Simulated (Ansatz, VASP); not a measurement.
# Two plane-wave programs on SiC

File INCAR:

```
SYSTEM = SiC
ALGO = Normal
EDIFF = 1E-6
ENCUT = 520
GGA = RE
ISIF = 2
ISMEAR = -1
LASPH = .TRUE.
LCHARG = .FALSE.
LREAL = .FALSE.
LWAVE = .FALSE.
NBANDS = 26
NELM = 80
PREC = Accurate
SIGMA = 0.05
```

KPOINTS

```
k-points
0
G
  10 10 3
  0 0 0
```

POSCAR

```
SiC
1.0
    3.0756941497      0.0000000000      0.0000000000
   -1.5378470748      2.6636292679      0.0000000000
    0.0000000000      0.0000000000     10.0706464800
Si C
4 4
Direct
    0.0000000000      0.0000000000      0.1878943800
    0.0000000000      0.0000000000      0.6878943800
    0.3333333333      0.6666666667      0.4378419800
    0.6666666667      0.3333333333      0.9378419800
    0.0000000000      0.0000000000      0.0004600500
    0.0000000000      0.0000000000      0.5004600500
    0.3333333333      0.6666666667      0.2498025900
    0.6666666667      0.3333333333      0.7498025900
```

input.yaml

```yaml
crystal:
  lattice:
    - [3.0756941497, 0.0, 0.0]
    - [-1.5378470748, 2.6636292679, 0.0]
    - [0.0, 0.0, 10.07064648]
  atoms:
    - { symbol: Si, position: [0.0, 0.0, 0.18789438] }
    - { symbol: Si, position: [0.0, 0.0, 0.68789438] }
    - { symbol: Si, position: [0.3333333333, 0.6666666667, 0.43784198] }
    - { symbol: Si, position: [0.6666666667, 0.3333333333, 0.93784198] }
    - { symbol: C, position: [0.0, 0.0, 0.00046005] }
    - { symbol: C, position: [0.0, 0.0, 0.50046005] }
    - { symbol: C, position: [0.3333333333, 0.6666666667, 0.24980259] }
    - { symbol: C, position: [0.6666666667, 0.3333333333, 0.74980259] }
hamiltonian:
  xc: revpbe
  pseudopotentials: { kind: paw }
kpoints:
  mp_grid: { grid: [10, 10, 3] }
  band_path:
    path:
      - [[0.0, 0.0, 0.0], [0.5, 0.0, 0.0], [0.3333333333, 0.3333333333, 0.0], [0.0, 0.0, 0.0], [0.0, 0.0, 0.5], [0.5, 0.0, 0.5], [0.3333333333, 0.3333333333, 0.5], [0.0, 0.0, 0.5]]
      - [[0.5, 0.0, 0.5], [0.5, 0.0, 0.0]]
      - [[0.3333333333, 0.3333333333, 0.0], [0.3333333333, 0.3333333333, 0.5]]
    npoints: 10
scf:
  occupations: { method: fermi_dirac, width: 0.05 }
  n_extra_bands: 20
output:
  forces: true
  stress: true
  eigenvalues: true
  fatbands: false
```

Alike in both runs: functional revPBE; k mesh 10 × 10 × 3; occupations fermi-dirac, width 0.05 eV; no spin polarisation.

|  | VASP | Ansatz |
| --- | --- | --- |
| version | VASP 6.6.1 | Ansatz 0.2.0 |
| potentials or method | VASP PAW PBE potentials, release 64 (Si, C) | Ansatz PAW |
| plane-wave cutoff (eV) | 520 | 420 |
| valence electrons in the cell | 32 | 32 |
| task | single point | band structure |

Ansatz gave:

```
gap on the k mesh at the Fermi level (eV)                     : 2.24
least direct gap on the mesh (eV)                             : 3.36
pressure (GPa)                                                : 6.4
traceless stress, the component that is largest in VASP (GPa) : -0.12
rms of the force components (eV/Å)                            : 0.004
```

**Question.** What did VASP give for the same quantities?

**Answer.** gap on the k mesh at the Fermi level (eV): 2.23; least direct gap on the mesh (eV): 3.35; pressure (GPa): 6.0; traceless stress, the component that is largest in VASP (GPa): -0.12; rms of the force components (eV/Å): 0.004.

VASP's potentials were made for PBE, not for revPBE. Atom by atom the forces differ by 0.000 eV/Å (rms over components).
